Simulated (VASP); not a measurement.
Input of a VASP 6.6.1 run:

The input INCAR:

```
  PREC = Accurate
  ENCUT = 600
  EDIFF = 1E-6
  ISMEAR = -1
  SIGMA = 0.1068
  LREAL = False
  LASPH = True
  NELM = 120
  ALGO = Normal
  ISIF = 2
  LWAVE = False
  LCHARG = False
  GGA = PE
  NBANDS = 16
  GGA_COMPAT = False
```

KPOINTS

```
regular mesh
0
Gamma
  7 7 7
```

File POSCAR:

```
CdO
1.0
    0.0000000000      2.3436118100      2.3436118100
    2.3436118100      0.0000000000      2.3436118100
    2.3436118100      2.3436118100      0.0000000000
Cd O
1 1
Direct
    0.0000000000      0.0000000000      0.0000000000
    0.5000000000      0.5000000000      0.5000000000
```

Potentials or basis: VASP PAW PBE potentials, release 64 (Cd, O).

Run with:

```sh
$ cat potpaw_PBE.64/Cd/POTCAR potpaw_PBE.64/O/POTCAR > POTCAR
$ mpirun -np 1 vasp_std > vasp.out
```

**Question.** Estimate the pressure.

**Answer.** 8.6 GPa.

**Question.** Predict the band gap on the k mesh.

**Answer.** Zero (bands 9 and 10 overlap by 0.35 eV).

Caveat: the cell stands under pressure; semilocal functionals underestimate gaps, so a narrow gap can read as zero.
